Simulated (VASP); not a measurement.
Here is a VASP 6.6.1 calculation.

File INCAR:

```
SYSTEM = Si62Ge
PREC = Accurate
ENCUT = 520
EDIFF = 1E-7
ISMEAR = 0
SIGMA = 0.05
LREAL = Auto
LASPH = .TRUE.
NELM = 80
ALGO = Normal
ISIF = 2
LWAVE = .FALSE.
LCHARG = .FALSE.
GGA = PS
NELECT = 264.0
NBANDS = 168
```

File KPOINTS:

```
regular mesh
0
G
  1 1 1
  0 0 0
```

Contents of POSCAR:

```
Si62Ge
1.0
   10.8600000000      0.0000000000      0.0000000000
    0.0000000000     10.8600000000      0.0000000000
    0.0000000000      0.0000000000     10.8600000000
Si Ge
62 1
Direct
    0.4965529466      0.0028475138     -0.0080639042
    0.6220057090      0.1241523941      0.1220590239
    0.7547838858      0.2471886740      0.0010551565
    0.8763105893      0.3769896869      0.1250500921
    0.7453732965     -0.0003108656      0.2488765193
    0.8751400552      0.1249115101      0.3727196133
    0.0023738490     -0.0008969613     -0.0004091160
    0.1253906998      0.1248384899      0.1257771639
    0.2524088398      0.2478231123      0.0011308471
    0.3747554328      0.3772257827      0.1249826888
    0.5007857274      0.5009291897     -0.0020037753
    0.6243799263      0.6247956722      0.1253908840
    0.7518391344      0.7486043278      0.0018215470
    0.8748146409      0.8779512891      0.1256024862
    0.2504307551      0.0003804788      0.2498429098
    0.3750378453      0.1238272560      0.3760533149
    0.4993911602      0.2524264273      0.2491558011
    0.6263081031      0.3727538674      0.3776979742
    0.7480082873      0.4998359116      0.2497383057
    0.8756033149      0.6246417127      0.3731686924
    0.5008417127     -0.0000465009      0.5005313076
    0.6259290055      0.1246326888      0.6258154696
    0.7525368324      0.2481272560      0.5018357274
    0.8764652855      0.3766933702      0.6244884899
    0.7516669429      0.0006171271      0.7494830571
    0.8807145488      0.1240654696      0.8708374770
   -0.0002340700      0.5008823204     -0.0029613260
    0.1235575506      0.6233709024      0.1271815838
    0.2529059853      0.7468569061      0.0041344383
    0.3768536832      0.8780066298      0.1234889503
    0.0007472376      0.2511514733      0.2502470534
    0.1266014733      0.3676488029      0.3827120626
    0.2460786372      0.4966947514      0.2520461326
    0.3737418969      0.6246049724      0.3716259669
    0.5007435543      0.7523331492      0.2495721915
    0.6274610497      0.8723836096      0.3792673112
    0.0056279006      0.0066867403      0.4993436464
    0.2511990792      0.2424372928      0.5085952118
    0.3756779926      0.3750362799      0.6259025783
    0.4994938306      0.5021450276      0.4972498158
    0.6230418048      0.6273548803      0.6260410681
    0.7552743094      0.7495081031      0.5033123389
    0.8813120626      0.8801294659      0.6255617864
    0.3666282689      0.1251488029      0.8653350829
    0.5000157459      0.2498123389      0.7503132597
    0.6271404236      0.3708081031      0.8779860958
    0.7457865562      0.4994651013      0.7495325967
    0.8735182320      0.6243265193      0.8715199816
    0.0000723757      0.7530802026      0.2508315838
    0.1285577348      0.8747372007      0.3785118785
    0.0011901473      0.5005585635      0.4989830571
    0.1253866483      0.6249699816      0.6255162983
    0.2527895028      0.7487387661      0.5019642726
    0.3698056169      0.8820868324      0.6244820442
    0.0047565378      0.2520249540      0.7463630755
    0.1287427256      0.3728273481      0.8762974217
    0.2505396869      0.5006941068      0.7496651934
    0.3764325967      0.6267793738      0.8726438306
    0.4984968692      0.7570967772      0.7486318600
    0.6276371087      0.8745601289      0.8765503683
    0.0016773481      0.7509427256      0.7513838858
    0.1269333333      0.8712163904      0.8789665746
    0.2164373849      0.0182214549      0.7277410681
```

Potentials or basis: VASP PAW PBE potentials, release 64 (Si, Ge_d).

The run is started by

```console
$ cat potpaw_PBE.64/Si/POTCAR potpaw_PBE.64/Ge_d/POTCAR > POTCAR
$ mpirun -np 1 vasp_gam > vasp.out
```

Task: Predict the largest force.

Result: 0.024 eV/Å.

Forces in eV/Å, atoms in the order of the input:
```
Si  -0.005 -0.007  0.001
Si  -0.003  0.009  0.010
Si   0.004 -0.003 -0.007
Si   0.003 -0.009  0.005
Si   0.003  0.000 -0.001
Si   0.003  0.011  0.005
Si   0.000  0.000  0.000
Si  -0.005  0.009  0.004
Si   0.007 -0.009 -0.002
Si  -0.011 -0.004 -0.003
Si   0.001 -0.004  0.008
Si  -0.007  0.010  0.000
Si   0.004 -0.006  0.000
Si   0.001 -0.009  0.001
Si  -0.001  0.000 -0.006
Si   0.005  0.000 -0.002
Si   0.006 -0.008  0.000
Si  -0.001  0.007 -0.005
Si   0.008  0.004 -0.007
Si   0.006  0.000  0.013
Si   0.005  0.001  0.002
Si  -0.005  0.005  0.004
Si   0.005 -0.003  0.003
Si  -0.009 -0.004  0.002
Si  -0.003 -0.002 -0.004
Si   0.002  0.007  0.017
Si  -0.008  0.002  0.002
Si  -0.007  0.009 -0.001
Si   0.012 -0.008 -0.005
Si   0.004 -0.006  0.006
Si   0.004 -0.006 -0.008
Si  -0.007  0.008 -0.006
Si   0.010  0.002 -0.002
Si  -0.002  0.007  0.011
Si   0.004 -0.014 -0.009
Si  -0.008  0.008 -0.004
Si   0.002 -0.010  0.011
Si  -0.011 -0.007 -0.004
Si   0.005  0.009  0.012
Si   0.004 -0.010 -0.002
Si  -0.006  0.007 -0.001
Si  -0.003  0.001 -0.012
Si   0.005 -0.013  0.008
Si   0.014  0.006  0.018
Si   0.002 -0.012 -0.001
Si  -0.011  0.008 -0.008
Si   0.004 -0.005 -0.004
Si   0.004  0.004  0.011
Si  -0.010  0.001 -0.010
Si   0.004  0.008 -0.001
Si   0.003 -0.001  0.003
Si  -0.008  0.004 -0.005
Si   0.007 -0.005  0.002
Si  -0.006 -0.003 -0.002
Si  -0.001 -0.006 -0.005
Si   0.000  0.014  0.000
Si  -0.004 -0.002 -0.006
Si   0.005  0.005  0.009
Si  -0.010 -0.009 -0.002
Si   0.000  0.005 -0.003
Si   0.002 -0.008 -0.011
Si  -0.013  0.015 -0.013
Ge   0.006  0.008 -0.007
```

Caveat: the k points lie up to 0.58 Å⁻¹ apart; the cell carries a net charge on a neutralising background, which shifts energy and pressure; the PAW data sets were made with another functional, which shifts forces and pressure a little.
